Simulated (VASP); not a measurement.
# Si2W (P6_222) in VASP: a series of runs

The runs below take Si2W through single point, with r2SCAN.

All numbers are computed with VASP 6.6.1; they aren't measurements. Logs are shortened: lines on timing, memory, paths and dates and some standing lists are left out, and cuts for length are marked.

### 1 The cell of the first run

It takes space group P6_222 (No. 180, hexagonal). The conventional cell has a = 4.580 Å, b = 4.580 Å, c = 6.609 Å, α = 90.00°, β = 90.00°, γ = 120.00°. Si (site symmetry 2) has 9 Si at 2.56 to 3.21 Å and 5 W at 2.58 to 2.67 Å within 3.4 Å. W (site symmetry 222) has 10 Si at 2.58 to 2.67 Å and 4 W at 3.18 Å within 3.4 Å.

### 2 Single point, r2SCAN

POSCAR

```
Si2W
1.0
    4.5796898678      0.0000000000      0.0000000000
   -2.2898449339      3.9661277670      0.0000000000
    0.0000000000      0.0000000000      6.6091535181
Si W
6 3
Direct
    0.8364048211      0.6728096422      0.5000000000
    0.1635951789      0.8364048211      0.8333333333
    0.6728096422      0.8364048211      0.1666666667
    0.1635951789      0.3271903578      0.5000000000
    0.8364048211      0.1635951789      0.8333333333
    0.3271903578      0.1635951789      0.1666666667
    0.0000000000      0.5000000000      0.1666666667
    0.5000000000      0.5000000000      0.8333333333
    0.5000000000      0.0000000000      0.5000000000
```

INCAR.step1

```
  PREC = Accurate
  ENCUT = 520
  ISMEAR = 0
  SIGMA = 0.01
  LREAL = False
  LASPH = True
  NELM = 100
  NBANDS = 43
  GGA = PE
  ALGO = Normal
  EDIFF = 1E-4
  LWAVE = True
  LCHARG = False
```

INCAR.step2

```
  PREC = Accurate
  ENCUT = 520
  EDIFF = 1E-6
  ISMEAR = 0
  SIGMA = 0.01
  LREAL = False
  LASPH = True
  NELM = 100
  ALGO = Normal
  ISIF = 2
  LWAVE = False
  LCHARG = False
  METAGGA = R2SCAN
  LMIXTAU = True
  NBANDS = 43
  ISTART = 1
```

KPOINTS

```
Automatic mesh
0
Gamma
  12 12 6
```

Potentials or basis: VASP PAW PBE potentials, release 64 (Si, W_sv).

Launch:

```sh
cat potpaw_PBE.64/Si/POTCAR potpaw_PBE.64/W_sv/POTCAR > POTCAR
cp INCAR.step1 INCAR
mpirun -np 1 vasp_std > vasp.out
cp INCAR.step2 INCAR
mpirun -np 1 vasp_std > vasp.out
```

OUTCAR:

```text
PREC = Accurate
   ENCUT = 520
   EDIFF = 1E-6
   ISMEAR = 0
   LREAL = False
   LASPH = True
   NELM = 100
   ISIF = 2
   METAGGA = R2SCAN
   ISTART = 1

 ion  position               nearest neighbor table
   1  0.836  0.673  0.500-   3 2.56   2 2.56   8 2.58   7 2.58   4 2.60   9 2.63   9 2.63   9 2.67
                             4 2.67   4 2.67   6 3.15   5 3.15
   2  0.164  0.836  0.833-   1 2.56   6 2.56   9 2.58   7 2.58   5 2.60   8 2.63   8 2.63   8 2.67
                             5 2.67   5 2.67   4 3.15   3 3.15
   3  0.673  0.836  0.167-   1 2.56   5 2.56   9 2.58   8 2.58   6 2.60   7 2.63   7 2.63   7 2.67
                             6 2.67   6 2.67   4 3.15   2 3.15
   4  0.164  0.327  0.500-   6 2.56   5 2.56   8 2.58   7 2.58   1 2.60   9 2.63   9 2.63   9 2.67
                             1 2.67   1 2.67   3 3.15   2 3.15
   5  0.836  0.164  0.833-   4 2.56   3 2.56   9 2.58   7 2.58   2 2.60   8 2.63   8 2.63   8 2.67
                             2 2.67   2 2.67   1 3.15   6 3.15
   6  0.327  0.164  0.167-   4 2.56   2 2.56   9 2.58   8 2.58   3 2.60   7 2.63   7 2.63   7 2.67
                             3 2.67   3 2.67   1 3.15   5 3.15
   7  0.000  0.500  0.167-   1 2.58   4 2.58   2 2.58   5 2.58   3 2.63   6 2.63   6 2.63   3 2.63
                             3 2.67   6 2.67   9 3.18   9 3.18   8 3.18   8 3.18
   8  0.500  0.500  0.833-   1 2.58   4 2.58   3 2.58   6 2.58   2 2.63   5 2.63   2 2.63   5 2.63
                             5 2.67   2 2.67   9 3.18   9 3.18   7 3.18   7 3.18
   9  0.500  0.000  0.500-   2 2.58   5 2.58   3 2.58   6 2.58   1 2.63   4 2.63   4 2.63   1 2.63
                             4 2.67   1 2.67   7 3.18   8 3.18   8 3.18   7 3.18

  LATTYP: Found a hexagonal cell.
 ALAT       =     4.5796898678
 C/A-ratio  =     1.4431443414

  Lattice vectors:

 A1 = (   4.5796898678,   0.0000000000,   0.0000000000)
 A2 = (  -2.2898449339,   3.9661277670,   0.0000000000)
 A3 = (   0.0000000000,   0.0000000000,   6.6091535181)

Analysis of symmetry for initial positions (statically):
=====================================================================
 Subroutine PRICEL returns:
 Original cell was already a primitive cell.

 Routine SETGRP: Setting up the symmetry group for a
 hexagonal supercell.

 Subroutine GETGRP returns: Found 12 space group operations
 (whereof  4 operations were pure point group operations)
 out of a pool of 24 trial point group operations.

The static configuration has the point symmetry D_2 .
 The point group associated with its full space group is D_6 .

Analysis of symmetry for dynamics (positions and initial velocities):
=====================================================================
 Subroutine PRICEL returns:
 Original cell was already a primitive cell.

[... 136 lines left out ...]
   EFERMI =   0.00;   METHOD = LEGACY
   ISMEAR =     0;   SIGMA  =   0.01  broadening in eV -4-tet -1-fermi 0-gaus
   EFERMI_NEDOS =   21; number of points for ismear=-14 and -15
   IALGO  =     38    algorithm
   IMIX   =      4    mixing-type and parameters
     AMIX     =   0.40;   BMIX     =  1.00
     AMIX_MAG =   1.60;   BMIX_MAG =  1.00
  volume/ion in A,a.u.               =      13.34        90.01
  Fermi-wavevector in a.u.,A,eV,Ry     =   1.341137  2.534382 24.472112  1.798650
  Thomas-Fermi vector in A             =   2.469395
   LORBIT       =      0    0 simple, 1 ext, 2 COOP (PROOUT), +10 PAW based schemes
   METAGGA = R2SCAN    functional components
   LHFCALC =     F    Hartree Fock is set to
   AEXX    =    0.0000 exact exchange contribution
   IVDW    =     0    specifies the selected vdW correction
   LEPSILON=     F    determine dielectric tensor
   LRPA    =     F    only Hartree local field effects (RPA)
 non-spin polarized calculation
 Gauss-broadening in eV      SIGMA  =   0.01
  energy-cutoff  :      520.00
  volume of cell :      120.05
 maximum number of plane-waves:      3300
 NGX is ok and might be reduce to    36
   NGX = 17   NGY = 17   NGZ = 25

 number of electron      66.0000002 magnetization

 Free energy of the ion-electron system (eV)
  ---------------------------------------------------
  ext. energy  EPLUGINS =         0.00000000
  ---------------------------------------------------
  free energy    TOTEN  =      -208.78899571 eV

  energy without entropy =     -208.78899571  energy(sigma->0) =     -208.78899571

 E-fermi :  12.6964     XC(G=0): -13.5621

 val. band max:       12.6570186730   @ k =   0.5000   0.0000   0.5000
 cond. band min:      12.7849405813   @ k =   0.5000   0.0000   0.0000
 fundamental gap:      0.1279219084
 Fermi energy:        12.6963891341

 k-point     1 :       0.0000    0.0000    0.0000
  band No.  band energies     occupation
      1     -63.5414      2.00000
      2     -63.5261      2.00000
      3     -63.5261      2.00000
      4     -27.3054      2.00000
      5     -27.3013      2.00000
      6     -27.3013      2.00000
[... 1093 lines left out ...]
     42      16.4307      0.00000
     43      16.4640      0.00000

 [... further k-points ...]

------------------------ aborting loop because EDIFF is reached ----------------------------------------

  FORCE on cell =-STRESS in cart. coord.  units (eV):
  Direction    XX          YY          ZZ          XY          YZ          ZX
  --------------------------------------------------------------------------------------
  -------------------------------------------------------------------------------------
  Total        0.1837829      0.1837829      0.2169592      0.0000000     -0.0000000      0.0000000
  in kB        2.4528283      2.4528283      2.8956102      0.0000000     -0.0000000      0.0000000
  external PRESSURE =       2.6004223 kB  Pullay stress =       0.0000000 kB

 VOLUME and BASIS-vectors are now :
 -----------------------------------------------------------------------------
  energy-cutoff  :      520.00
  volume of cell :      120.05
      direct lattice vectors                 reciprocal lattice vectors
     4.579689868  0.000000000  0.000000000     0.218355397  0.126067547  0.000000000
    -2.289844934  3.966127767  0.000000000     0.000000000  0.252135095  0.000000000
     0.000000000  0.000000000  6.609153518     0.000000000  0.000000000  0.151305307

 POSITION                                       TOTAL-FORCE (eV/Angst)
 -----------------------------------------------------------------------------------
      2.28984      2.66845      3.30458        -0.000000      0.010851      0.000000
     -1.16602      3.31729      5.50763        -0.009397      0.005425     -0.000000
      1.16602      3.31729      1.10153         0.009397      0.005425      0.000000
      0.00000      1.29768      3.30458         0.000000     -0.010851      0.000000
      3.45587      0.64884      5.50763         0.009397     -0.005425     -0.000000
      1.12382      0.64884      1.10153        -0.009397     -0.005425      0.000000
     -1.14492      1.98306      1.10153        -0.000000      0.000000      0.000000
      1.14492      1.98306      5.50763         0.000000     -0.000000      0.000000
      2.28984      0.00000      3.30458         0.000000      0.000000      0.000000
 -----------------------------------------------------------------------------------
    total drift:                               -0.000000     -0.000000     -0.000000

  FREE ENERGIE OF THE ION-ELECTRON SYSTEM (eV)
  ---------------------------------------------------
  free  energy   TOTEN  =      -208.7889957106 eV

  energy  without entropy=     -208.7889957106  energy(sigma->0) =     -208.78899571
```

OUTCAR.step1:

```text
PREC = Accurate
   ENCUT = 520
   ISMEAR = 0
   LREAL = False
   LASPH = True
[... 1364 lines left out ...]
      1.12382      0.64884      1.10153        -0.004909     -0.002834      0.000000
     -1.14492      1.98306      1.10153         0.000000      0.000000     -0.000000
      1.14492      1.98306      5.50763         0.000000     -0.000000      0.000000
      2.28984      0.00000      3.30458         0.000000      0.000000     -0.000000
 -----------------------------------------------------------------------------------
    total drift:                               -0.000000     -0.000000      0.000000

  FREE ENERGIE OF THE ION-ELECTRON SYSTEM (eV)
  ---------------------------------------------------
  free  energy   TOTEN  =       -73.7953798018 eV

  energy  without entropy=      -73.7953518971  energy(sigma->0) =      -73.79536585
```

OSZICAR.step1:

```text
N       E                     dE             d eps       ncg     rms          rms(c)
DAV:   1     0.638538023429E+03    0.63854E+03   -0.35039E+04  6720   0.157E+03
DAV:   2    -0.353682010534E+02   -0.67391E+03   -0.65115E+03  6943   0.451E+02
DAV:   3    -0.751437852717E+02   -0.39776E+02   -0.38297E+02  8168   0.994E+01
DAV:   4    -0.761764374764E+02   -0.10327E+01   -0.10191E+01  8088   0.148E+01
DAV:   5    -0.761951821441E+02   -0.18745E-01   -0.18701E-01  8101   0.218E+00    0.444E+01
DAV:   6    -0.740971359127E+02    0.20980E+01   -0.10919E+01  7895   0.162E+01    0.157E+01
DAV:   7    -0.738587978891E+02    0.23834E+00   -0.10068E+00  7748   0.399E+00    0.748E+00
DAV:   8    -0.737967931979E+02    0.62005E-01   -0.13180E-01  7862   0.204E+00    0.548E-01
DAV:   9    -0.737958047560E+02    0.98844E-03   -0.10872E-02  8610   0.424E-01    0.349E-01
DAV:  10    -0.737954939455E+02    0.31081E-03   -0.24228E-03  8078   0.311E-01    0.100E-01
DAV:  11    -0.737953806945E+02    0.11325E-03   -0.44090E-04  6328   0.126E-01    0.251E-02
DAV:  12    -0.737953798018E+02    0.89275E-06   -0.22159E-05  4017   0.269E-02
   1 F= -.73795380E+02 E0= -.73795366E+02  d E =-.279047E-04
```

Wall time 9.6 min (1 thread of Intel Xeon 6975P-C (Granite Rapids), shared host); peak memory 0.46 GiB.

Results:

```yaml
Free_energy: -208.7890 eV
Pressure: 0.3 GPa
Largest_force: 0.011 eV/Å
Band_gap_on_the_k_mesh: 0.13 eV (least direct gap 0.83 eV)
```

Forces in eV/Å, atoms in the order of the input:
```
Si   0.000  0.011  0.000
Si  -0.009  0.005  0.000
Si   0.009  0.005  0.000
Si   0.000 -0.011  0.000
Si   0.009 -0.005  0.000
Si  -0.009 -0.005  0.000
W    0.000  0.000  0.000
W    0.000  0.000  0.000
W    0.000  0.000  0.000
```

Caveat: the PAW data sets were made with another functional, which shifts forces and pressure a little; spin-orbit coupling is left out, which moves the levels of the heavy elements.

### 3 Single point, r2SCAN

This run uses another cell than the first one, of 13.65 Å³/atom.

POSCAR

```
Si2W
1.0
    4.6168523821      0.0000000000      0.0000000000
   -2.3084261911      3.9983114484      0.0000000000
    0.0000000000      0.0000000000      6.6532220000
Si W
6 3
Direct
    0.8363740000      0.6727480000      0.5000000000
    0.1636260000      0.8363740000      0.8333333300
    0.6727480000      0.8363740000      0.1666666700
    0.1636260000      0.3272520000      0.5000000000
    0.8363740000      0.1636260000      0.8333333300
    0.3272520000      0.1636260000      0.1666666700
    0.0000000000      0.5000000000      0.1666666700
    0.5000000000      0.5000000000      0.8333333300
    0.5000000000      0.0000000000      0.5000000000
```

INCAR.step1

```
ALGO = Normal
EDIFF = 1E-4
ENCUT = 520
GGA = PE
ISMEAR = 0
LASPH = T
LCHARG = F
LREAL = F
LWAVE = T
NBANDS = 43
NELM = 60
PREC = Accurate
SIGMA = 0.1
```

INCAR.step2

```
ALGO = Normal
EDIFF = 1E-7
ENCUT = 520
ISIF = 2
ISMEAR = 0
ISTART = 1
LASPH = T
LCHARG = F
LMIXTAU = T
LREAL = F
LWAVE = F
METAGGA = R2SCAN
NBANDS = 43
NELM = 60
PREC = Accurate
SIGMA = 0.1
```

KPOINTS

```
k-points
0
Gamma
  6 6 4
```

Potentials or basis: VASP PAW PBE potentials, release 64 (Si, W_sv).

Launch:

```sh
cat potpaw_PBE.64/Si/POTCAR potpaw_PBE.64/W_sv/POTCAR > POTCAR
cp INCAR.step1 INCAR
mpirun -np 1 vasp_std > vasp.out
cp INCAR.step2 INCAR
mpirun -np 1 vasp_std > vasp.out
```

Wall time 11 min (1 thread of Intel Xeon 8259CL, shared host); peak memory 0.31 GiB.

The run converged. Its results:

```yaml
Free_energy: -208.7445 eV
Pressure: -4.9 GPa
Largest_force: 0.004 eV/Å
Band_gap_on_the_k_mesh: 0.13 eV (least direct gap 0.80 eV)
```

Forces in eV/Å, atoms in the order of the input:
```
Si   0.000  0.004  0.000
Si  -0.004  0.002  0.000
Si   0.004  0.002  0.000
Si   0.000 -0.004  0.000
Si   0.004 -0.002  0.000
Si  -0.004 -0.002  0.000
W    0.000  0.000  0.000
W    0.000  0.000  0.000
W    0.000  0.000  0.000
```

Levels at points of the mesh, in eV from the valence-band top:
| k point | band 30 | band 31 | band 32 | band 33 | band 34 | band 35 | band 36 | band 37 |
| --- | --- | --- | --- | --- | --- | --- | --- | --- |
| (0.00, 0.00, 0.00) | -3.55 | -3.23 | -2.78 | -0.96 | 2.43 | 2.43 | 2.52 | 2.63 |
| (0.50, 0.00, 0.00) | -2.37 | -1.68 | -1.23 | -0.67 | 0.13 | 0.95 | 1.04 | 1.13 |
| (0.00, 0.00, 0.50) | -2.94 | -2.83 | -0.75 | -0.75 | 1.98 | 2.26 | 2.26 | 2.44 |
| (0.50, 0.00, 0.50) | -3.10 | -2.15 | -1.29 | 0.00 | 0.81 | 1.18 | 1.41 | 1.66 |

Caveat: the cell stands under tension; the PAW data sets were made with another functional, which shifts forces and pressure a little; spin-orbit coupling is left out, which moves the levels of the heavy elements.
